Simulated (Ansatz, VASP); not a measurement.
## Two plane-wave programs on Rh

File POSCAR:

```
Rh
1.0
    2.6600284078      0.0000000000      0.0000000000
   -1.3300142039      2.3036521760      0.0000000000
    0.0000000000      0.0000000000      4.4923892648
Rh
2
Direct
    0.6666666667      0.3333333333      0.7500000000
    0.3333333333      0.6666666667      0.2500000000
```

INCAR.step1

```
ALGO = Normal ; EDIFF = 1E-4
ENCUT = 520 ; GGA = PE
ISMEAR = 0 ; LASPH = T
LCHARG = F ; LREAL = F
LWAVE = T ; NBANDS = 22
NELM = 60 ; PREC = Accurate
SIGMA = 0.15
```

The input INCAR.step2:

```
ALGO = Normal ; EDIFF = 1E-6
ENCUT = 520 ; ISIF = 2
ISMEAR = 0 ; ISTART = 1
LASPH = T ; LCHARG = F
LMIXTAU = T ; LREAL = F
LWAVE = F ; METAGGA = R2SCAN
NBANDS = 22 ; NELM = 60
PREC = Accurate ; SIGMA = 0.15
```

The input KPOINTS:

```
k-points
0
Gamma
  30 30 16
```

Input for Ansatz:

```yaml
crystal:
  lattice:
    - [2.6600284078, 0.0, 0.0]
    - [-1.3300142039, 2.303652176, 0.0]
    - [0.0, 0.0, 4.4923892648]
  atoms:
    - { symbol: Rh, position: [0.6666666667, 0.3333333333, 0.75] }
    - { symbol: Rh, position: [0.3333333333, 0.6666666667, 0.25] }
basis:
  ecutwfc: 500
kpoints:
  mp_grid: { grid: [30, 30, 16] }
hamiltonian:
  xc: r2scan
scf:
  occupations: { method: gaussian, width: 0.15 }
output:
  forces: true
  stress: true
  eigenvalues: true
```

Alike in both runs: task single point; functional r2SCAN; k mesh 30 × 30 × 16; occupations gaussian, width 0.15 eV; no spin polarisation.

|  | VASP | Ansatz |
| --- | --- | --- |
| version | VASP 6.6.1 | Ansatz 0.2.0 |
| potentials or method | VASP PAW PBE potentials, release 64 (Rh_pv), cutoff 520 eV | scalar-relativistic, plane waves, PAW |
| valence electrons in the cell | 30 | 34 |

Ansatz gave:

| Property | Result |
| --- | --- |
| gap on the k mesh at the Fermi level (eV) | none |
| pressure (GPa) | 0.5 |
| traceless stress, the component that is largest in VASP (GPa) | -7.98 |

Task: Estimate VASP's values.

Result: gap on the k mesh at the Fermi level (eV): none; pressure (GPa): 1.8; traceless stress, the component that is largest in VASP (GPa): -8.12.

VASP's potentials were made for PBE, not for r2SCAN. A gap of «none» marks a metal or a gap that the smearing closes. The functional is the same, so the differences come from potentials, cutoffs and numerics. VASP's potentials hold 30 valence electrons a cell and Ansatz's 34, so a difference there can come from the potentials and not from the codes.
